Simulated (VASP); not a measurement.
Input of a VASP 6.6.1 run:

Contents of INCAR:

```
SYSTEM = TeSe6O2
PREC = Accurate
ENCUT = 520
EDIFF = 1E-7
ISMEAR = -1
SIGMA = 0.0116
LREAL = .False.
LASPH = .True.
NELM = 80
ALGO = Normal
ISIF = 2
LWAVE = .False.
LCHARG = .False.
GGA = PS
NBANDS = 37
NELECT = 55.0
```

File KPOINTS:

```
Automatic mesh
0
Gamma
  3 3 3
  0 0 0.5
```

Contents of POSCAR:

```
TeSe6O2
1.0
    6.2821940000      0.0000000000      0.0000000000
   -1.3204750000      6.1741970000      0.0000000000
   -0.0768130000     -1.2960730000      6.2357540000
Se Te O
6 1 2
Direct
    0.0836000000      0.7671000000      0.6794000000
    0.9164000000      0.2329000000      0.3206000000
    0.3057000000      0.9531000000      0.2026000000
    0.6943000000      0.0469000000      0.7974000000
    0.2282000000      0.3219000000      0.9101000000
    0.7718000000      0.6781000000      0.0899000000
    0.0000000000      0.0000000000      0.0000000000
    0.5392000000      0.4276000000      0.5536000000
    0.4608000000      0.5724000000      0.4464000000
```

Potentials or basis: VASP PAW PBE potentials, release 64 (Se, Te, O).

The run is started by

```sh
$ cat potpaw_PBE.64/Se/POTCAR potpaw_PBE.64/Te/POTCAR potpaw_PBE.64/O/POTCAR > POTCAR
$ mpirun -np 1 vasp_std > vasp.out
```

(1) What does it give for the largest force?

## Answers

(1) 4.701 eV/Å.

Caveat: the cell carries a net charge on a neutralising background, which shifts energy and pressure; the PAW data sets were made with another functional, which shifts forces and pressure a little; an odd number of electrons without spin polarisation forces a metal; a magnetic or distorted state may lie lower.
